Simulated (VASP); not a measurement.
# I (I4/mmm) in VASP: notebook

The runs below take I through single point, with r2SCAN.

All numbers are computed with VASP 6.6.1; they aren't measurements. Logs are shortened: lines on timing, memory, paths and dates and some standing lists are left out, and cuts for length are marked.

## (1) The cell of the first run

Symmetry: I4/mmm, No. 139, tetragonal system. The conventional cell has a = 3.235 Å, b = 3.235 Å, c = 8.530 Å, α = 90.00°, β = 90.00°, γ = 90.00°. Within 4.3 Å of I (site symmetry 4/mmm) lie 4 I at 3.23 Å.

## (2) Single point, r2SCAN

POSCAR reads:

```
I
1.0
   -1.6174560000      1.6174560000      4.2648080000
    1.6174560000     -1.6174560000      4.2648080000
    1.6174560000      1.6174560000     -4.2648080000
I
1
Direct
    0.0000000000      0.0000000000      0.0000000000
```

INCAR.step1 reads:

```
  PREC = Accurate
  ENCUT = 520
  ISMEAR = 1
  SIGMA = 0.1
  LREAL = F
  LASPH = T
  NELM = 100
  NBANDS = 10
  GGA = PE
  ALGO = Normal
  EDIFF = 1E-4
  LWAVE = T
  LCHARG = F
```

INCAR.step2 reads:

```
  PREC = Accurate
  ENCUT = 520
  EDIFF = 1E-7
  ISMEAR = 1
  SIGMA = 0.1
  LREAL = F
  LASPH = T
  NELM = 100
  ALGO = Normal
  ISIF = 2
  LWAVE = F
  LCHARG = F
  METAGGA = R2SCAN
  LMIXTAU = T
  NBANDS = 10
  ISTART = 1
```

KPOINTS reads:

```
Automatic mesh
0
Gamma
  13 13 13
```

Potentials or basis: VASP PAW PBE potentials, release 64 (I).

Run with:

```sh
cat potpaw_PBE.64/I/POTCAR > POTCAR
cp INCAR.step1 INCAR
mpirun -np 1 vasp_std > vasp.out
cp INCAR.step2 INCAR
mpirun -np 1 vasp_std > vasp.out
```

OUTCAR:

```text
PREC = Accurate
   ENCUT = 520
   EDIFF = 1E-7
   ISMEAR = 1
   LREAL = F
   LASPH = T
   NELM = 100
   ISIF = 2
   METAGGA = R2SCAN
   ISTART = 1

 ion  position               nearest neighbor table
   1  0.000  0.000  0.000-

  LATTYP: Found a body centered tetragonal cell.
 ALAT       =     3.2349120000
 C/A-ratio  =     2.6367381864

  Lattice vectors:

 A1 = (  -1.6174560000,   1.6174560000,   4.2648080000)
 A2 = (   1.6174560000,  -1.6174560000,   4.2648080000)
 A3 = (   1.6174560000,   1.6174560000,  -4.2648080000)

Analysis of symmetry for initial positions (statically):
=====================================================================
 Subroutine PRICEL returns:
 Original cell was already a primitive cell.

 Routine SETGRP: Setting up the symmetry group for a
 body centered tetragonal supercell.

 Subroutine GETGRP returns: Found 16 space group operations
 (whereof 16 operations were pure point group operations)
 out of a pool of 16 trial point group operations.

The static configuration has the point symmetry D_4h.

Analysis of symmetry for dynamics (positions and initial velocities):
=====================================================================
 Subroutine PRICEL returns:
 Original cell was already a primitive cell.

 Routine SETGRP: Setting up the symmetry group for a
 body centered tetragonal supercell.

 Subroutine GETGRP returns: Found 16 space group operations
 (whereof 16 operations were pure point group operations)
 out of a pool of 16 trial point group operations.

The dynamic configuration has the point symmetry D_4h.

 Subroutine INISYM returns: Found 16 space group operations
 (whereof 16 operations are pure point group operations),
 and found     1 'primitive' translations

----------------------------------------------------------------------------------------

                                     Primitive cell

  volume of cell :      44.6297

  direct lattice vectors                    reciprocal lattice vectors
    -1.617456000  1.617456000  4.264808000     0.000000000  0.309127420  0.117238572
     1.617456000 -1.617456000  4.264808000     0.309127420  0.000000000  0.117238572
     1.617456000  1.617456000 -4.264808000     0.309127420  0.309127420  0.000000000

  length of vectors
     4.839515999  4.839515999  4.839515999     0.330612529  0.330612529  0.437172190

  position of ions in fractional coordinates (direct lattice)
     0.000000000  0.000000000  0.000000000

  ion indices of the primitive-cell ions
   primitive index   ion index
                 1           1

----------------------------------------------------------------------------------------

 KPOINTS: Automatic mesh

Automatic generation of k-mesh.
 Grid dimensions read from file:
 generate k-points for:   13   13   13

 Generating k-lattice:

  Cartesian coordinates                     Fractional coordinates (reciprocal lattice)
     0.000000000  0.023779032  0.009018352     0.076923077 -0.000000000  0.000000000
     0.023779032  0.000000000  0.009018352    -0.000000000  0.076923077  0.000000000
     0.023779032  0.023779032  0.000000000     0.000000000  0.000000000  0.076923077

  Length of vectors
     0.025431733  0.025431733  0.033628630

  Shift w.r.t. Gamma in fractional coordinates (k-lattice)
     0.000000000  0.000000000  0.000000000

 Subroutine IBZKPT returns following result:
 ===========================================

 Found    196 irreducible k-points:

 Following reciprocal coordinates:
            Coordinates               Weight
  0.000000  0.000000  0.000000      1.000000
  0.076923 -0.000000  0.000000      8.000000
  0.153846 -0.000000  0.000000      8.000000
  0.230769 -0.000000  0.000000      8.000000
  0.307692 -0.000000  0.000000      8.000000
  0.384615 -0.000000  0.000000      8.000000
[... 16 lines left out ...]
  0.384615  0.153846  0.000000     16.000000
  0.461538  0.153846  0.000000     16.000000
 [... further k-points ...]
   k-points           NKPTS =    196   k-points in BZ     NKDIM =    196   number of bands    NBANDS=     10
   number of dos      NEDOS =    301   number of ions     NIONS =      1
   total plane-waves  NPLWV =  46656
   dimension x,y,z NGX =    36 NGY =   36 NGZ =   36
   dimension x,y,z NGXF=    72 NGYF=   72 NGZF=   72
   ions per type =               1
   NGX,Y,Z   is equivalent  to a cutoff of  12.37, 12.37, 12.37 a.u.
   NGXF,Y,Z  is equivalent  to a cutoff of  24.73, 24.73, 24.73 a.u.
 SYSTEM =  unknown system
   PREC   = accura    normal or accurate (medium, high low for compatibility)
   ISTART =      1    job   : 0-new  1-cont  2-samecut
   ICHARG =      0    charge: 1-file 2-atom 10-const
   ISPIN  =      1    spin polarized calculation?
   LNONCOLLINEAR =      F non collinear calculations
   LSORBIT =      F    spin-orbit coupling
   LASPH  =      T    aspherical Exc in radial PAW
   ENCUT  =  520.0 eV  38.22 Ry    6.18 a.u.   9.00  9.00  9.00*2*pi/ulx,y,z
   NELM   =    100;   NELMIN=  2; NELMDL=  0     # of ELM steps
   EDIFF  = 0.1E-06   stopping-criterion for ELM
   LREAL  =      F    real-space projection
   EDIFFG = 0.1E-05   stopping-criterion for IOM
   NSW    =      0    number of steps for IOM
   IBRION =     -1    ionic relax: 0-MD 1-quasi-New 2-CG
   NFREE  =      0    steps in history (QN), initial steepest desc. (CG)
   ISIF   =      2    stress and relaxation
   ISYM   =      2    0-nonsym 1-usesym 2-fastsym
   POTIM  = 0.5000    time-step for ionic-motion
   TEBEG  =    0.0;   TEEND  =   0.0 temperature during run
   PSTRESS=    0.0 pullay stress
   NELECT =       7.0000    total number of electrons
   NUPDOWN=      -1.0000    fix difference up-down
   EMIN   =  10.00;   EMAX   =-10.00  energy-range for DOS
   EFERMI =   0.00;   METHOD = LEGACY
   ISMEAR =     1;   SIGMA  =   0.10  broadening in eV -4-tet -1-fermi 0-gaus
   EFERMI_NEDOS =   21; number of points for ismear=-14 and -15
   IALGO  =     38    algorithm
   IMIX   =      4    mixing-type and parameters
     AMIX     =   0.40;   BMIX     =  1.00
     AMIX_MAG =   1.60;   BMIX_MAG =  1.00
  volume/ion in A,a.u.               =      44.63       301.18
  Fermi-wavevector in a.u.,A,eV,Ry     =   0.882875  1.668392 10.605317  0.779469
  Thomas-Fermi vector in A             =   2.003566
   LORBIT       =      0    0 simple, 1 ext, 2 COOP (PROOUT), +10 PAW based schemes
   METAGGA = R2SCAN    functional components
   LHFCALC =     F    Hartree Fock is set to
   AEXX    =    0.0000 exact exchange contribution
   IVDW    =     0    specifies the selected vdW correction
   LEPSILON=     F    determine dielectric tensor
   LRPA    =     F    only Hartree local field effects (RPA)
 non-spin polarized calculation
 Methfessel and Paxton  Order N= 1 SIGMA  =   0.10
  energy-cutoff  :      520.00
  volume of cell :       44.63
 maximum number of plane-waves:      1222
   NGX = 17   NGY = 17   NGZ = 17

 number of electron       6.9999999 magnetization

 Free energy of the ion-electron system (eV)
  ---------------------------------------------------
  ext. energy  EPLUGINS =         0.00000000
  ---------------------------------------------------
  free energy    TOTEN  =       -24.40395861 eV

  energy without entropy =      -24.40398775  energy(sigma->0) =      -24.40396832

 E-fermi :   2.4881     XC(G=0):  -8.1729

 val. band max:        2.4019610412   @ k =  -0.2308   0.3077   0.0769
 cond. band min:       2.5211451025   @ k =  -0.3077   0.3846   0.1538
 fundamental gap:      0.1191840613
 Fermi energy:         2.4880915364

 k-point     1 :       0.0000    0.0000    0.0000
  band No.  band energies     occupation
      1     -11.8481      2.00000
      2      -0.0277      2.00000
      3       3.3209     -0.00000
      4       3.3209     -0.00000
      5       7.0339      0.00000
      6      10.1992      0.00000
      7      11.1274      0.00000
      8      15.5816      0.00000
      9      15.5816      0.00000
     10      15.6642      0.00000

 k-point     2 :       0.0769   -0.0000    0.0000
  band No.  band energies     occupation
      1     -11.7843      2.00000
      2      -0.0041      2.00000
      3       2.7337     -0.00281
      4       3.3684     -0.00000
      5       7.1891      0.00000
      6      10.5026      0.00000
      7      11.6046      0.00000
      8      13.8813      0.00000
      9      15.6715      0.00000
     10      16.3108      0.00000

 k-point     3 :       0.1538   -0.0000    0.0000
  band No.  band energies     occupation
      1     -11.5989      2.00000
      2       0.0641      2.00000
      3       1.4470      2.00000
      4       3.5041     -0.00000
      5       7.6017      0.00000
      6      10.8310      0.00000
      7      12.2122      0.00000
      8      13.1950      0.00000
      9      15.9362      0.00000
     10      16.6565      0.00000

 k-point     4 :       0.2308   -0.0000    0.0000
  band No.  band energies     occupation
      1     -11.3121      2.00000
      2      -0.0402      2.00000
      3       0.2396      2.00000
      4       3.7064     -0.00000
      5       8.1580      0.00000
      6      10.9189      0.00000
      7      11.1826      0.00000
      8      15.2140      0.00000
      9      16.3398      0.00000
     10      17.1428      0.00000
[... 222 lines left out ...]
 k-point    22 :       0.3077    0.1538    0.0000
  band No.  band energies     occupation
      1     -10.7026      2.00000
      2      -1.0980      2.00000
      3       0.3292      2.00000
      4       2.1295      2.00000
      5       8.9377      0.00000
      6      11.5211      0.00000
      7      12.5281      0.00000
      8      14.2344      0.00000
      9      14.3827      0.00000
     10      16.8079      0.00000

 k-point    23 :       0.3846    0.1538    0.0000
  band No.  band energies     occupation
      1     -10.3738      2.00000
      2      -2.0781      2.00000
      3       0.5326      2.00000
      4       2.3727      2.06919
      5       8.4975      0.00000
      6      11.4727      0.00000
      7      12.7213      0.00000
      8      14.3088      0.00000
      9      14.9011      0.00000
     10      15.8315      0.00000

 k-point    24 :       0.4615    0.1538    0.0000
  band No.  band energies     occupation
      1     -10.1690      2.00000
      2      -2.6166      2.00000
      3       0.7190      2.00000
      4       2.5270      0.39294
      5       8.1556      0.00000
      6      11.1105      0.00000
      7      13.1599      0.00000
      8      13.9270      0.00000
      9      15.0591      0.00000
     10      15.8957      0.00000

 [... further k-points ...]
[... 5 lines left out ...]
  --------------------------------------------------------------------------------------
  -------------------------------------------------------------------------------------
  Total       -0.0602686     -0.0602686     -0.1533516      0.0000000     -0.0000000      0.0000000
  in kB       -2.1636017     -2.1636017     -5.5052168      0.0000000     -0.0000000      0.0000000
  external PRESSURE =      -3.2774734 kB  Pullay stress =       0.0000000 kB

 VOLUME and BASIS-vectors are now :
 -----------------------------------------------------------------------------
  energy-cutoff  :      520.00
  volume of cell :       44.63
      direct lattice vectors                 reciprocal lattice vectors
    -1.617456000  1.617456000  4.264808000     0.000000000  0.309127420  0.117238572
     1.617456000 -1.617456000  4.264808000     0.309127420  0.000000000  0.117238572
     1.617456000  1.617456000 -4.264808000     0.309127420  0.309127420  0.000000000

 POSITION                                       TOTAL-FORCE (eV/Angst)
 -----------------------------------------------------------------------------------
      0.00000      0.00000      0.00000         0.000000      0.000000     -0.000000
 -----------------------------------------------------------------------------------
    total drift:                               -0.000000      0.000000      0.000000

  FREE ENERGIE OF THE ION-ELECTRON SYSTEM (eV)
  ---------------------------------------------------
  free  energy   TOTEN  =       -24.4039586120 eV

  energy  without entropy=      -24.4039877464  energy(sigma->0) =      -24.40396832
```

Wall time 4.5 min (1 thread of Intel Xeon 6975P-C (Granite Rapids), shared host); peak memory 0.26 GiB.

Results:

```
Free energy : -24.4040 eV
Pressure    : -0.3 GPa
```

Stress tensor (GPa, compression positive):
```
-0.22  0.00  0.00
 0.00 -0.22  0.00
 0.00  0.00 -0.55
```

Caveat: the PAW data sets were made with another functional, which shifts forces and pressure a little; spin-orbit coupling is left out, which moves the levels of the heavy elements; an odd number of electrons without spin polarisation forces a metal; a magnetic or distorted state may lie lower.

## (3) Single point, r2SCAN

POSCAR is that of step 2.

INCAR.step1 reads:

```
SYSTEM = I
ALGO = Normal
EDIFF = 1E-4
ENCUT = 520
GGA = PE
ISMEAR = 1
LASPH = .True.
LCHARG = .False.
LREAL = .False.
LWAVE = .True.
NBANDS = 10
NELM = 100
PREC = Accurate
SIGMA = 0.1
```

INCAR.step2 reads:

```
SYSTEM = I
ALGO = Normal
EDIFF = 1E-6
ENCUT = 520
ISIF = 2
ISMEAR = 1
ISTART = 1
LASPH = .True.
LCHARG = .False.
LMIXTAU = .True.
LREAL = .False.
LWAVE = .False.
METAGGA = R2SCAN
NBANDS = 10
NELM = 100
PREC = Accurate
SIGMA = 0.1
```

KPOINTS reads:

```
k-points
0
Gamma
  16 16 16
  0 0 0
```

Potentials or basis: VASP PAW PBE potentials, release 64 (I).

Run with:

```sh
cat potpaw_PBE.64/I/POTCAR > POTCAR
cp INCAR.step1 INCAR
mpirun -np 1 vasp_std > vasp.out
cp INCAR.step2 INCAR
mpirun -np 1 vasp_std > vasp.out
```

It took 5.6 min on 1 thread of Intel Xeon 6975P-C (Granite Rapids), shared host; peak memory 0.32 GiB.

The run converged. Its results:

```
Free energy : -24.4154 eV
Pressure    : -0.5 GPa
```

Stress tensor (GPa, compression positive):
```
-0.40  0.00  0.00
 0.00 -0.40  0.00
 0.00  0.00 -0.57
```

Levels at points of the mesh, in eV from the Fermi level:
| k point | band 2 | band 3 | band 4 | band 5 | band 6 | band 7 |
| --- | --- | --- | --- | --- | --- | --- |
| (0.00, 0.00, 0.00) | -2.45 | 0.90 | 0.90 | 4.61 | 7.78 | 8.71 |
| (0.50, 0.00, 0.00) | -5.33 | -1.84 | 1.86 | 5.26 | 9.96 | 10.44 |
| (0.50, 0.50, 0.00) | -4.18 | -4.02 | -0.65 | 4.42 | 6.94 | 9.75 |
| (0.50, 0.50, 0.50) | -3.86 | 0.79 | 0.79 | 7.48 | 8.12 | 9.89 |

Caveat: the PAW data sets were made with another functional, which shifts forces and pressure a little; spin-orbit coupling is left out, which moves the levels of the heavy elements; an odd number of electrons without spin polarisation forces a metal; a magnetic or distorted state may lie lower.
